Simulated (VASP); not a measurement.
# W in VASP: further runs, part 2 of 2

VASP 6.6.1.

### 4 Electric field gradients, PBEsol (equal xx and yy strain of -2 %)

The input, INCAR:

```
SYSTEM = W
ALGO = Normal
EDIFF = 1E-8
ENCUT = 400
GGA = PS
GGA_COMPAT = .FALSE.
ISIF = 2
ISMEAR = -1
LASPH = .TRUE.
LCHARG = .FALSE.
LEFG = .TRUE.
LREAL = .FALSE.
LWAVE = .FALSE.
NBANDS = 13
NELM = 120
PREC = Accurate
SIGMA = 0.05
```

The input, KPOINTS:

```
k-points
0
G
  14 14 14
  0 0 0
```

The input, POSCAR:

```
W
1.0
    0.0000000000      1.9894000000      2.0300000000
    1.9894000000      0.0000000000      2.0300000000
    1.9894000000      1.9894000000      0.0000000000
W
1
Direct
    0.0000000000      0.0000000000      0.0000000000
```

Potentials or basis: VASP PAW PBE potentials, release 64 (W_sv).

On the command line:

```
$ cat potpaw_PBE.64/W_sv/POTCAR > POTCAR
$ mpirun -np 1 vasp_std > vasp.out
```

OUTCAR:

```text
SYSTEM = W
   EDIFF = 1E-8
   ENCUT = 400
   GGA = PS
   ISIF = 2
   ISMEAR = -1
   LASPH = .TRUE.
   LREAL = .FALSE.
   NELM = 120
   PREC = Accurate

 ion  position               nearest neighbor table
   1  0.000  0.000  0.000-

  LATTYP: Found a body centered tetragonal cell.
 ALAT       =     2.8134364610
 C/A-ratio  =     1.4430750636

  Lattice vectors:

 A1 = (  -1.9894000000,   0.0000000000,   2.0300000000)
 A2 = (   1.9894000000,   0.0000000000,   2.0300000000)
 A3 = (   0.0000000000,   1.9894000000,  -2.0300000000)

Analysis of symmetry for initial positions (statically):
=====================================================================
 Subroutine PRICEL returns:
 Original cell was already a primitive cell.

 Routine SETGRP: Setting up the symmetry group for a
 body centered tetragonal supercell.

 Subroutine GETGRP returns: Found 16 space group operations
 (whereof 16 operations were pure point group operations)
 out of a pool of 16 trial point group operations.

The static configuration has the point symmetry D_4h.

Analysis of symmetry for dynamics (positions and initial velocities):
=====================================================================
 Subroutine PRICEL returns:
 Original cell was already a primitive cell.

 Routine SETGRP: Setting up the symmetry group for a
 body centered tetragonal supercell.

 Subroutine GETGRP returns: Found 16 space group operations
 (whereof 16 operations were pure point group operations)
 out of a pool of 16 trial point group operations.

The dynamic configuration has the point symmetry D_4h.

 Subroutine INISYM returns: Found 16 space group operations
 (whereof 16 operations are pure point group operations),
 and found     1 'primitive' translations

----------------------------------------------------------------------------------------

                                     Primitive cell

  volume of cell :      16.0683

  direct lattice vectors                    reciprocal lattice vectors
     0.000000000  1.989400000  2.030000000    -0.251332060  0.251332060  0.246305419
     1.989400000  0.000000000  2.030000000     0.251332060 -0.251332060  0.246305419
     1.989400000  1.989400000  0.000000000     0.251332060  0.251332060 -0.246305419

  length of vectors
     2.842289985  2.842289985  2.813436461     0.432437242  0.432437242  0.432437242

  position of ions in fractional coordinates (direct lattice)
     0.000000000  0.000000000  0.000000000

  ion indices of the primitive-cell ions
   primitive index   ion index
                 1           1

----------------------------------------------------------------------------------------

 KPOINTS: k-points

Automatic generation of k-mesh.
 Grid dimensions read from file:
 generate k-points for:   14   14   14

[... 66 lines left out ...]
   NSW    =      0    number of steps for IOM
   IBRION =     -1    ionic relax: 0-MD 1-quasi-New 2-CG
   NFREE  =      0    steps in history (QN), initial steepest desc. (CG)
   ISIF   =      2    stress and relaxation
   ISYM   =      2    0-nonsym 1-usesym 2-fastsym
   POTIM  = 0.5000    time-step for ionic-motion
   TEBEG  =    0.0;   TEEND  =   0.0 temperature during run
   PSTRESS=    0.0 pullay stress
   NELECT =      14.0000    total number of electrons
   NUPDOWN=      -1.0000    fix difference up-down
   EMIN   =  10.00;   EMAX   =-10.00  energy-range for DOS
   EFERMI =   0.00;   METHOD = LEGACY
   ISMEAR =    -1;   SIGMA  =   0.05  broadening in eV -4-tet -1-fermi 0-gaus
   EFERMI_NEDOS =   21; number of points for ismear=-14 and -15
   IALGO  =     38    algorithm
   IMIX   =      4    mixing-type and parameters
     AMIX     =   0.40;   BMIX     =  1.00
     AMIX_MAG =   1.60;   BMIX_MAG =  1.00
  volume/ion in A,a.u.               =      16.07       108.43
  Fermi-wavevector in a.u.,A,eV,Ry     =   1.563606  2.954788 33.264405  2.444865
  Thomas-Fermi vector in A             =   2.666353
   LORBIT       =      0    0 simple, 1 ext, 2 COOP (PROOUT), +10 PAW based schemes
   GGA     = PS    functional components
   LHFCALC =     F    Hartree Fock is set to
   AEXX    =    0.0000 exact exchange contribution
   IVDW    =     0    specifies the selected vdW correction
   LEPSILON=     F    determine dielectric tensor
   LRPA    =     F    only Hartree local field effects (RPA)
 non-spin polarized calculation
  energy-cutoff  :      400.00
  volume of cell :       16.07
 maximum number of plane-waves:       303
   NGX =  9   NGY =  9   NGZ =  9

 number of electron      14.0000000 magnetization

 Free energy of the ion-electron system (eV)
  ---------------------------------------------------
  ext. energy  EPLUGINS =         0.00000000
  ---------------------------------------------------
  free energy    TOTEN  =       -13.31979828 eV

  energy without entropy =      -13.31027478  energy(sigma->0) =      -13.31503653

 E-fermi :  10.5999     XC(G=0): -13.6751

 val. band max:       10.5857340475   @ k =  -0.4286   0.1429   0.0000
 cond. band min:      10.6048197696   @ k =  -0.1429   0.0000   0.0714
 fundamental gap:      0.0190857221
 Fermi energy:        10.5998845139

 k-point     1 :       0.0000    0.0000    0.0000
  band No.  band energies     occupation
      1     -62.9845      2.00000
      2     -26.5959      2.00000
      3     -26.5739      2.00000
      4     -26.5739      2.00000
      5       1.4934      2.00000
      6       9.8433      2.00000
      7      10.1144      1.99988
      8      10.1144      1.99988
      9      13.0198      0.00000
     10      13.4369      0.00000
     11      23.4711      0.00000
     12      28.3031      0.00000
     13      28.9791      0.00000
[... 354 lines left out ...]
  band No.  band energies     occupation
      1     -62.9170      2.00000
      2     -27.2084      2.00000
      3     -26.7410      2.00000
      4     -26.7325      2.00000
      5       4.2358      2.00000
      6       8.2169      2.00000
      7      10.0703      1.99995
      8      11.3500      0.00000
      9      12.6443      0.00000
     10      14.3940      0.00000
     11      25.4559      0.00000
     12      28.3685      0.00000
     13      30.8056      0.00000

 [... further k-points ...]
[... 5 lines left out ...]
  --------------------------------------------------------------------------------------
  -------------------------------------------------------------------------------------
  Total       -0.3033068     -0.3033068      0.3065516      0.0000000      0.0000000     -0.0000000
  in kB      -30.2428311    -30.2428311     30.5663701      0.0000000      0.0000000     -0.0000000
  external PRESSURE =      -9.9730974 kB  Pullay stress =       0.0000000 kB

 VOLUME and BASIS-vectors are now :
 -----------------------------------------------------------------------------
  energy-cutoff  :      400.00
  volume of cell :       16.07
      direct lattice vectors                 reciprocal lattice vectors
     0.000000000  1.989400000  2.030000000    -0.251332060  0.251332060  0.246305419
     1.989400000  0.000000000  2.030000000     0.251332060 -0.251332060  0.246305419
     1.989400000  1.989400000  0.000000000     0.251332060  0.251332060 -0.246305419

 POSITION                                       TOTAL-FORCE (eV/Angst)
 -----------------------------------------------------------------------------------
      0.00000      0.00000      0.00000         0.000000      0.000000      0.000000
 -----------------------------------------------------------------------------------
    total drift:                                0.000000     -0.000000     -0.000000

  FREE ENERGIE OF THE ION-ELECTRON SYSTEM (eV)
  ---------------------------------------------------
  free  energy   TOTEN  =       -13.3197982811 eV

  energy  without entropy=      -13.3102747803  energy(sigma->0) =      -13.31503653

 Electric field gradients (V/A^2)
---------------------------------------------------------------------
 ion       V_xx      V_yy      V_zz      V_xy      V_xz      V_yz
---------------------------------------------------------------------
   1       6.911     6.911   -13.823     0.002    -0.001    -0.001
---------------------------------------------------------------------

 Electric field gradients after diagonalization (V/A^2)
 (convention: |V_zz| > |V_xx| > |V_yy|)
----------------------------------------------------------------------
 ion       V_xx      V_yy      V_zz     asymmetry (V_yy - V_xx)/ V_zz
----------------------------------------------------------------------
   1       6.913     6.910   -13.823       0.000
----------------------------------------------------------------------

           NMR quadrupolar parameters

 Cq : quadrupolar parameter    Cq=e*Q*V_zz/h
 eta: asymmetry parameters     (V_yy - V_xx)/ V_zz
 Q  : nuclear electric quadrupole moment in mb (millibarn)
----------------------------------------------------------------------
 ion       Cq(MHz)       eta       Q (mb)
----------------------------------------------------------------------
   1      -0.033       0.000       1.000
----------------------------------------------------------------------
```

OSZICAR:

```text
N       E                     dE             d eps       ncg     rms          rms(c)
DAV:   1     0.710047897027E+02    0.71005E+02   -0.64095E+03  6429   0.103E+03
DAV:   2    -0.126455753549E+02   -0.83650E+02   -0.80610E+02  7029   0.278E+02
DAV:   3    -0.139885399808E+02   -0.13430E+01   -0.13375E+01  6989   0.352E+01
DAV:   4    -0.139937936494E+02   -0.52537E-02   -0.52534E-02  7124   0.240E+00
DAV:   5    -0.139938366397E+02   -0.42990E-04   -0.42991E-04  7124   0.203E-01    0.204E+01
DAV:   6    -0.134591392505E+02    0.53470E+00   -0.44226E-01  6829   0.868E+00    0.804E+00
DAV:   7    -0.133248952538E+02    0.13424E+00   -0.21145E-01  7104   0.561E+00    0.499E-01
DAV:   8    -0.133198561273E+02    0.50391E-02   -0.42319E-03  6484   0.864E-01    0.627E-02
DAV:   9    -0.133197957081E+02    0.60419E-04   -0.86237E-05  7574   0.100E-01    0.365E-02
DAV:  10    -0.133197981295E+02   -0.24214E-05   -0.67316E-06  6874   0.333E-02    0.250E-03
DAV:  11    -0.133197983487E+02   -0.21917E-06   -0.10460E-07  6669   0.360E-03    0.341E-04
DAV:  12    -0.133197982890E+02    0.59624E-07   -0.19646E-09  4677   0.519E-04    0.793E-05
DAV:  13    -0.133197982811E+02    0.79099E-08   -0.21802E-10  3457   0.184E-04
   1 F= -.13319798E+02 E0= -.13315037E+02  d E =-.952350E-02
```

stdout:

```text
POSCAR found type information on POSCAR W
 POSCAR found :  1 types and       1 ions
 scaLAPACK will be used
 -----------------------------------------------------------------------------
|                                                                             |
|                                                                             |
|     You enforced a specific xc type in the INCAR file but a different       |
|     I HOPE YOU KNOW WHAT YOU ARE DOING!                                     |
|                                                                             |
 -----------------------------------------------------------------------------

 LDA part: xc-table for (Slater+PW92), standard interpolation
 POSCAR, INCAR and KPOINTS ok, starting setup
 FFT: planning ... GRIDC
 FFT: planning ... GRID_SOFT
 FFT: planning ... GRID
 WAVECAR not read
 entering main loop
ion   1
```

It took 18 s on 1 thread of Intel Xeon Platinum 8488C (Sapphire Rapids), shared host; peak memory 0.14 GiB.

Results:

* Free energy: -13.3198 eV
* Pressure: -1.0 GPa
* Band gap on the k mesh: zero (band 7 reaches 13.93 eV, above the bottom of band 8 at 10.11 eV)

Electric field gradients, principal values (V/Å²):
```csv
atom,least,middle,greatest (by size)
1 W,6.910,6.913,-13.823
```

Caveat: the cell differs from its parent crystal (equal xx and yy strain of -2 %); without QUAD_EFG the Cq values of the log hold for a quadrupole moment of 1 mb, not for the nuclei; the PAW data sets were made with another functional, which shifts forces and pressure a little; spin-orbit coupling is left out, which moves the levels of the heavy elements.
